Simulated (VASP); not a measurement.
Write the native input for VASP 6.6.1 that does the following.

- Task: single point
- Functional: PBE
- Potentials or basis: VASP PAW PBE potentials, release 64 (Be, Zn, Se)
- Cutoff: 520 eV
- k mesh: 12 × 12 × 4
- Occupations: gaussian, width 0.02 eV
- Spin: no spin polarisation
- Dipole correction: no
- Further INCAR settings: ALGO = Normal; EDIFF = 1e-06; NBANDS = 26

The structure of Be2ZnSe3 lies in POSCAR:

```
Be2ZnSe3
1.0
    3.8689140986      0.0000000295      0.0000000000
   -1.9344570748      3.3505778797      0.0000000000
    0.0000000000      0.0000000000      9.5011400851
Be Zn Se
2 1 3
Direct
    0.0000000000      0.0000000000      0.0076022437
    0.6666666667      0.3333333333      0.3239262052
    0.3333333333      0.6666666667      0.6646073375
    0.0000000000      0.0000000000      0.7692175293
    0.3333333333      0.6666666667      0.4003912195
    0.6666666667      0.3333333333      0.0842554649
```

This cell differs from its parent crystal: volume scaled by 1.06, then relaxed in part.

One way to write it, as run:

INCAR

```
SYSTEM = Be2ZnSe3
PREC = Accurate
ENCUT = 520
EDIFF = 1E-6
ISMEAR = 0
SIGMA = 0.02
LREAL = .FALSE.
LASPH = .TRUE.
NELM = 80
ALGO = Normal
ISIF = 2
LWAVE = .FALSE.
LCHARG = .FALSE.
GGA = PE
NBANDS = 26
```

KPOINTS

```
regular mesh
0
G
  12 12 4
  0 0 0
```

Potentials or basis: VASP PAW PBE potentials, release 64 (Be, Zn, Se).

Command:

```bash
$ cat potpaw_PBE.64/Be/POTCAR potpaw_PBE.64/Zn/POTCAR potpaw_PBE.64/Se/POTCAR > POTCAR
$ mpirun -np 1 vasp_std > vasp.out
```

Results of the run:

```
Pressure               : -3.3 GPa
Largest force          : 0.013 eV/Å
Band gap on the k mesh : 2.28 eV, direct
```

Wall time 2.5 min on 1 thread of Intel(R) Xeon(R) 6975P-C (Granite Rapids), with other jobs on the host, peak memory 0.37 GiB.
